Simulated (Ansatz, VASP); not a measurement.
## One calculation of Pt2Cl, two programs

INCAR

```
ALGO = Normal ; EDIFF = 1E-6
EDIFFG = -0.01 ; ENCUT = 600
GGA = PE ; IBRION = 2
ISIF = 3 ; ISMEAR = 0
LASPH = True ; LCHARG = False
LREAL = False ; LWAVE = False
NELM = 100 ; NSW = 100
PREC = Accurate ; SIGMA = 0.1
```

KPOINTS

```
k-points
0
Gamma
  12 12 6
```

File POSCAR:

```
Pt2Cl
1.0
    2.8118458757      0.0000000000      0.0000000000
   -1.4059229378      2.4351299599      0.0000000000
    0.0000000000      0.0000000000      7.3881808978
Pt Cl
2 1
Direct
    0.0000000000      0.0000000000      0.3284575545
    0.0000000000      0.0000000000      0.6715424455
    0.0000000000      0.0000000000      0.0000000000
```

Input for Ansatz:

```yaml
crystal:
  lattice:
    - [2.8118458757, 0.0, 0.0]
    - [-1.4059229378, 2.4351299599, 0.0]
    - [0.0, 0.0, 7.3881808978]
  atoms:
    - { symbol: Pt, position: [0.0, 0.0, 0.3284575545] }
    - { symbol: Pt, position: [0.0, 0.0, 0.6715424455] }
    - { symbol: Cl, position: [0.0, 0.0, 0.0] }
basis:
  ecutwfc: 420
kpoints:
  mp_grid: { grid: [12, 12, 6] }
hamiltonian:
  xc: pbe
scf:
  occupations: { method: gaussian, width: 0.1 }
output:
  forces: true
  stress: true
  eigenvalues: true
relax:
  adjacent_minimum: "off"
  f_tol: 0.01
  max_steps: 80
  cell: { stress_tol: 0.05 }
```

Alike in both runs: task relaxation of cell and atoms; functional PBE; k mesh 12 × 12 × 6; occupations gaussian, width 0.1 eV; no spin polarisation.

|  | VASP | Ansatz |
| --- | --- | --- |
| version | VASP 6.6.1 | Ansatz 0.2.0 |
| potentials or method | VASP PAW PBE potentials, release 64 (Pt, Cl), cutoff 600 eV | scalar-relativistic, plane waves, PAW |
| valence electrons in the cell | 27 | 43 |

Ansatz gave:

| Quantity | Value |
| --- | --- |
| gap on the k mesh at the Fermi level, each at its own relaxed structure (eV) | none |
| relaxed volume (Å³/atom) | 16.88 |
| relaxed cell length with the largest relative difference (Å) | 7.460 |

**Question.** Which values does VASP return?

**Answer.** gap on the k mesh at the Fermi level, each at its own relaxed structure (eV): none; relaxed volume (Å³/atom): 16.86; relaxed cell length with the largest relative difference (Å): 7.454.

A gap of «none» marks a metal or a gap that the smearing closes. VASP's potentials hold 27 valence electrons a cell and Ansatz's 43, so a difference there can come from the potentials and not from the codes.

Spin-orbit coupling is off throughout.
